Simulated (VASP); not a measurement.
# W (Fm-3m) in VASP: further runs

W is run at these levels: r2SCAN; tasks: relaxation of cell and atoms, single point.

Everything below comes from runs of VASP 6.6.1. Logs are shortened: lines on timing, memory, paths and dates and some standing lists are left out, and cuts for length are marked.

**1. The cell of the first run**

Symmetry: Fm-3m, No. 225, cubic system. Conventional cell: a = 4.018 Å, b = 4.018 Å, c = 4.018 Å, α = 90.00°, β = 90.00°, γ = 90.00°. Within 3.7 Å of W (site symmetry m-3m) lie 12 W at 2.84 Å.

**2. Relaxation of cell and atoms, r2SCAN**

POSCAR reads:

```
W
1.0
    0.0000000000      2.0091471693      2.0091471693
    2.0091471693      0.0000000000      2.0091471693
    2.0091471693      2.0091471693      0.0000000000
W
1
Direct
    0.0000000000      0.0000000000      0.0000000000
```

INCAR.step1 reads:

```
PREC = Accurate ; ENCUT = 600
ISMEAR = 0 ; SIGMA = 0.1
LREAL = False ; LASPH = True
NELM = 80 ; GGA = PE
ALGO = Normal ; EDIFF = 1E-4
LWAVE = True ; LCHARG = False
```

INCAR.step2 reads:

```
PREC = Accurate ; ENCUT = 600
EDIFF = 1E-7 ; ISMEAR = 0
SIGMA = 0.1 ; LREAL = False
LASPH = True ; NELM = 80
ALGO = Normal ; ISIF = 3
LWAVE = False ; LCHARG = False
METAGGA = R2SCAN ; LMIXTAU = True
IBRION = 2 ; NSW = 100
EDIFFG = -0.005 ; ISTART = 1
```

KPOINTS reads:

```
Automatic mesh
0
Gamma
  18 18 18
```

Potentials or basis: VASP PAW PBE potentials, release 64 (W_sv).

The run is started by

```bash
$ cat potpaw_PBE.64/W_sv/POTCAR > POTCAR
$ cp INCAR.step1 INCAR
$ mpirun -np 1 vasp_std > vasp.out
$ cp INCAR.step2 INCAR
$ mpirun -np 1 vasp_std > vasp.out
```

OUTCAR:

```text
PREC = Accurate
   ENCUT = 600
   EDIFF = 1E-7
   ISMEAR = 0
   LREAL = False
   LASPH = True
   NELM = 80
   ISIF = 3
   METAGGA = R2SCAN
   IBRION = 2
   NSW = 100
   EDIFFG = -0.005
   ISTART = 1

 ion  position               nearest neighbor table
   1  0.000  0.000  0.000-

  LATTYP: Found a face centered cubic cell.
 ALAT       =     4.0182943386

  Lattice vectors:

 A1 = (   0.0000000000,   2.0091471693,   2.0091471693)
 A2 = (   2.0091471693,   0.0000000000,   2.0091471693)
 A3 = (   2.0091471693,   2.0091471693,   0.0000000000)

Analysis of symmetry for initial positions (statically):
=====================================================================
 Subroutine PRICEL returns:
 Original cell was already a primitive cell.

 Routine SETGRP: Setting up the symmetry group for a
 face centered cubic supercell.

 Subroutine GETGRP returns: Found 48 space group operations
 (whereof 48 operations were pure point group operations)
 out of a pool of 48 trial point group operations.

The static configuration has the point symmetry O_h .

Analysis of symmetry for dynamics (positions and initial velocities):
=====================================================================
 Subroutine PRICEL returns:
 Original cell was already a primitive cell.

 Routine SETGRP: Setting up the symmetry group for a
 face centered cubic supercell.

 Subroutine GETGRP returns: Found 48 space group operations
 (whereof 48 operations were pure point group operations)
 out of a pool of 48 trial point group operations.

The dynamic configuration has the point symmetry O_h .

 Subroutine INISYM returns: Found 48 space group operations
 (whereof 48 operations are pure point group operations),
 and found     1 'primitive' translations

----------------------------------------------------------------------------------------

                                     Primitive cell

  volume of cell :      16.2205

  direct lattice vectors                    reciprocal lattice vectors
     0.000000000  2.009147169  2.009147169    -0.248861809  0.248861809  0.248861809
     2.009147169  0.000000000  2.009147169     0.248861809 -0.248861809  0.248861809
     2.009147169  2.009147169  0.000000000     0.248861809  0.248861809 -0.248861809

  length of vectors
     2.841363176  2.841363176  2.841363176     0.431041298  0.431041298  0.431041298

  position of ions in fractional coordinates (direct lattice)
     0.000000000  0.000000000  0.000000000

  ion indices of the primitive-cell ions
   primitive index   ion index
                 1           1

----------------------------------------------------------------------------------------

 KPOINTS: Automatic mesh

Automatic generation of k-mesh.
 Grid dimensions read from file:
 generate k-points for:   18   18   18

 Generating k-lattice:

  Cartesian coordinates                     Fractional coordinates (reciprocal lattice)
    -0.013825656  0.013825656  0.013825656     0.055555556  0.000000000  0.000000000
     0.013825656 -0.013825656  0.013825656     0.000000000  0.055555556  0.000000000
     0.013825656  0.013825656 -0.013825656     0.000000000  0.000000000  0.055555556

  Length of vectors
     0.023946739  0.023946739  0.023946739

  Shift w.r.t. Gamma in fractional coordinates (k-lattice)
     0.000000000  0.000000000  0.000000000

 Subroutine IBZKPT returns following result:
 ===========================================

 Found    195 irreducible k-points:

 Following reciprocal coordinates:
            Coordinates               Weight
  0.000000  0.000000  0.000000      1.000000
  0.055556  0.000000  0.000000      8.000000
  0.111111  0.000000  0.000000      8.000000
  0.166667  0.000000  0.000000      8.000000
  0.222222  0.000000  0.000000      8.000000
  0.277778  0.000000  0.000000      8.000000
[... 16 lines left out ...]
 -0.277778  0.055556  0.000000     24.000000
 -0.222222  0.055556  0.000000     24.000000
 [... further k-points ...]
   k-points           NKPTS =    195   k-points in BZ     NKDIM =    195   number of bands    NBANDS=     11
   number of dos      NEDOS =    301   number of ions     NIONS =      1
   total plane-waves  NPLWV =  13824
   dimension x,y,z NGX =    24 NGY =   24 NGZ =   24
   dimension x,y,z NGXF=    48 NGYF=   48 NGZF=   48
   ions per type =               1
   NGX,Y,Z   is equivalent  to a cutoff of  14.04, 14.04, 14.04 a.u.
   NGXF,Y,Z  is equivalent  to a cutoff of  28.08, 28.08, 28.08 a.u.
 SYSTEM =  unknown system
   PREC   = accura    normal or accurate (medium, high low for compatibility)
   ISTART =      1    job   : 0-new  1-cont  2-samecut
   ICHARG =      0    charge: 1-file 2-atom 10-const
   ISPIN  =      1    spin polarized calculation?
   LNONCOLLINEAR =      F non collinear calculations
   LSORBIT =      F    spin-orbit coupling
   LASPH  =      T    aspherical Exc in radial PAW
   ENCUT  =  600.0 eV  44.10 Ry    6.64 a.u.   5.67  5.67  5.67*2*pi/ulx,y,z
   NELM   =     80;   NELMIN=  2; NELMDL=  0     # of ELM steps
   EDIFF  = 0.1E-06   stopping-criterion for ELM
   LREAL  =      F    real-space projection
   EDIFFG = -.5E-02   stopping-criterion for IOM
   NSW    =    100    number of steps for IOM
   IBRION =      2    ionic relax: 0-MD 1-quasi-New 2-CG
   NFREE  =      1    steps in history (QN), initial steepest desc. (CG)
   ISIF   =      3    stress and relaxation
   ISYM   =      2    0-nonsym 1-usesym 2-fastsym
   POTIM  = 0.5000    time-step for ionic-motion
   TEBEG  =    0.0;   TEEND  =   0.0 temperature during run
   PSTRESS=    0.0 pullay stress
   NELECT =      14.0000    total number of electrons
   NUPDOWN=      -1.0000    fix difference up-down
   EMIN   =  10.00;   EMAX   =-10.00  energy-range for DOS
   EFERMI =   0.00;   METHOD = LEGACY
   ISMEAR =     0;   SIGMA  =   0.10  broadening in eV -4-tet -1-fermi 0-gaus
   EFERMI_NEDOS =   21; number of points for ismear=-14 and -15
   IALGO  =     38    algorithm
   IMIX   =      4    mixing-type and parameters
     AMIX     =   0.40;   BMIX     =  1.00
     AMIX_MAG =   1.60;   BMIX_MAG =  1.00
  volume/ion in A,a.u.               =      16.22       109.46
  Fermi-wavevector in a.u.,A,eV,Ry     =   1.558700  2.945515 33.055960  2.429544
  Thomas-Fermi vector in A             =   2.662166
   LORBIT       =      0    0 simple, 1 ext, 2 COOP (PROOUT), +10 PAW based schemes
   METAGGA = R2SCAN    functional components
   LHFCALC =     F    Hartree Fock is set to
   AEXX    =    0.0000 exact exchange contribution
   IVDW    =     0    specifies the selected vdW correction
   LEPSILON=     F    determine dielectric tensor
   LRPA    =     F    only Hartree local field effects (RPA)
 conjugate gradient relaxation of ions
 non-spin polarized calculation
 Gauss-broadening in eV      SIGMA  =   0.10
  energy-cutoff  :      600.00
  volume of cell :       16.22
 maximum number of plane-waves:       556
   NGX = 11   NGY = 11   NGZ = 11

--------------------------------------- Ionic step        1  -------------------------------------------

 number of electron      14.0000001 magnetization

 Free energy of the ion-electron system (eV)
  ---------------------------------------------------
  ext. energy  EPLUGINS =         0.00000000
  ---------------------------------------------------
  free energy    TOTEN  =       -50.80066223 eV

  energy without entropy =      -50.79521553  energy(sigma->0) =      -50.79793888

------------------------ aborting loop because EDIFF is reached ----------------------------------------

  FORCE on cell =-STRESS in cart. coord.  units (eV):
  Direction    XX          YY          ZZ          XY          YZ          ZX
  --------------------------------------------------------------------------------------
  -------------------------------------------------------------------------------------
  Total        0.0855955      0.0855955      0.0855955      0.0000000      0.0000000      0.0000000
  in kB        8.4546644      8.4546644      8.4546644      0.0000000      0.0000000      0.0000000
  external PRESSURE =       8.4546644 kB  Pullay stress =       0.0000000 kB
[... 55 lines left out ...]
  energy  without entropy=      -50.7938037153  energy(sigma->0) =      -50.79657063

--------------------------------------- Ionic step        3  -------------------------------------------

 number of electron      14.0000001 magnetization

 Free energy of the ion-electron system (eV)
  ---------------------------------------------------
  ext. energy  EPLUGINS =         0.00000000
  ---------------------------------------------------
  free energy    TOTEN  =       -50.80077651 eV

  energy without entropy =      -50.79531992  energy(sigma->0) =      -50.79804821

 E-fermi :  10.4621     XC(G=0): -14.7871

 val. band max:       10.4615264250   @ k =   0.2778   0.0556   0.0000
 cond. band min:      10.4694041649   @ k =  -0.3889   0.1667   0.0556
 fundamental gap:      0.0078777399
 Fermi energy:        10.4621447910

 k-point     1 :       0.0000    0.0000    0.0000
  band No.  band energies     occupation
      1     -65.1343      2.00000
      2     -28.0577      2.00000
      3     -28.0577      2.00000
      4     -28.0577      2.00000
      5       0.9337      2.00000
      6       9.8640      2.00000
      7       9.8640      2.00000
      8       9.8640      2.00000
      9      13.2931      0.00000
     10      13.2931      0.00000
     11      23.8374      0.00000
[... 309 lines left out ...]
 k-point    24 :      -0.2222    0.0556    0.0000
  band No.  band energies     occupation
      1     -65.0731      2.00000
      2     -28.6773      2.00000
      3     -28.1795      2.00000
      4     -28.1237      2.00000
      5       3.2698      2.00000
      6       8.6575      2.00000
      7      10.3291      1.94012
      8      10.4896      0.69799
      9      12.7383      0.00000
     10      13.8173      0.00000
     11      24.5996      0.00000

 [... further k-points ...]
[... 5 lines left out ...]
  --------------------------------------------------------------------------------------
  -------------------------------------------------------------------------------------
  Total        0.0008539      0.0008539      0.0008539      0.0000000      0.0000000      0.0000000
  in kB        0.0841151      0.0841151      0.0841151      0.0000000      0.0000000      0.0000000
  external PRESSURE =       0.0841151 kB  Pullay stress =       0.0000000 kB
[... 16 lines left out ...]
  FREE ENERGIE OF THE ION-ELECTRON SYSTEM (eV)
  ---------------------------------------------------
  free  energy   TOTEN  =       -50.8007765076 eV

  energy  without entropy=      -50.7953199168  energy(sigma->0) =      -50.79804821

 reached required accuracy - stopping structural energy minimisation
```

Run time: 3.3 min. Hardware: 1 thread of Intel Xeon Platinum 8375C at 2.90GHz (Ice Lake), shared host; peak memory 0.18 GiB.

What came out:

```yaml
Free_energy: -50.8008 eV
Relaxed_volume: 16.26 Å³/atom
Relaxed_cell: a = 2.844 Å, b = 2.844 Å, c = 2.844 Å, α = 60.00°, β = 60.00°, γ = 60.00°
Space_group_after_relaxing_to_0.05_Å: Fm-3m (No. 225)
Energy_gained_by_relaxing: 0.1 meV/atom
Ionic_steps: 3
Pressure_after_relaxing: 0.0 GPa
Band_gap_on_the_k_mesh: zero (band 7 reaches 13.53 eV, above the bottom of band 8 at 9.86 eV)
```

Step by step:
```csv
step,energy change (eV),largest force (eV/Å),pressure (GPa),volume (Å³)
1,0.0000,0.0000,0.85,16.22
2,0.0013,0.0000,-2.89,16.42
3,-0.0001,0.0000,0.01,16.26
```

Final structure:
```xyz
1
Lattice="0.0000 2.0110 2.0110 2.0110 0.0000 2.0110 2.0110 2.0110 0.0000" Properties=species:S:1:pos:R:3 pbc="T T T"
W     0.0000    0.0000    0.0000
```

Caveat: the PAW data sets were made with another functional, which shifts forces and pressure a little; spin-orbit coupling is left out, which moves the levels of the heavy elements.

**3. Single point, r2SCAN**

POSCAR reads:

```
W
1.0
    0.0000000000      2.0085763247      2.0085763247
    2.0085763247      0.0000000000      2.0085763247
    2.0085763247      2.0085763247      0.0000000000
W
1
Direct
    0.0000000000      0.0000000000      0.0000000000
```

INCAR.step1 reads:

```
SYSTEM = W
  PREC = Accurate
  ENCUT = 520
  ISMEAR = 0
  SIGMA = 0.15
  LREAL = .FALSE.
  LASPH = .TRUE.
  NELM = 100
  NBANDS = 13
  GGA = PE
  ALGO = Normal
  EDIFF = 1E-4
  LWAVE = .TRUE.
  LCHARG = .FALSE.
```

INCAR.step2 reads:

```
SYSTEM = W
  PREC = Accurate
  ENCUT = 520
  EDIFF = 1E-7
  ISMEAR = 0
  SIGMA = 0.15
  LREAL = .FALSE.
  LASPH = .TRUE.
  NELM = 100
  ALGO = Normal
  ISIF = 2
  LWAVE = .FALSE.
  LCHARG = .TRUE.
  METAGGA = R2SCAN
  LMIXTAU = .TRUE.
  LELF = .TRUE.
  LVHAR = .TRUE.
  NBANDS = 13
  ISTART = 1
```

KPOINTS reads:

```
Automatic mesh
0
G
  26 26 26
  0 0 0
```

Potentials or basis: VASP PAW PBE potentials, release 64 (W_sv).

The run is started by

```bash
$ cat potpaw_PBE.64/W_sv/POTCAR > POTCAR
$ cp INCAR.step1 INCAR
$ mpirun -np 1 vasp_std > vasp.out
$ cp INCAR.step2 INCAR
$ mpirun -np 1 vasp_std > vasp.out
```

It took 2.8 min on 1 thread of Intel Xeon 6975P-C (Granite Rapids), shared host; peak memory 0.22 GiB.

The run converged. Its results:

| Quantity | Value |
| --- | --- |
| Free energy | -50.8023 eV |
| Pressure | 1.1 GPa |
| Band gap on the k mesh | zero (band 7 reaches 13.60 eV, above the bottom of band 8 at 9.91 eV) |

Levels at points of the mesh, in eV from the Fermi level:
```csv
k point,band 3,band 4,band 5,band 6,band 7,band 8,band 9,band 10,band 11,band 12
"(0.00, 0.00, 0.00)",-38.51,-38.51,-9.55,-0.61,-0.61,-0.61,2.84,2.84,13.37,19.11
"(0.50, 0.00, 0.00)",-38.68,-38.68,-5.98,-0.77,-0.77,0.49,5.35,5.35,11.01,13.01
"(0.50, 0.50, 0.00)",-38.97,-38.97,-5.82,-4.87,3.08,5.40,6.05,6.05,12.42,12.42
```

Caveat: the PAW data sets were made with another functional, which shifts forces and pressure a little; spin-orbit coupling is left out, which moves the levels of the heavy elements.

(Part 1 of 2 ends here.)
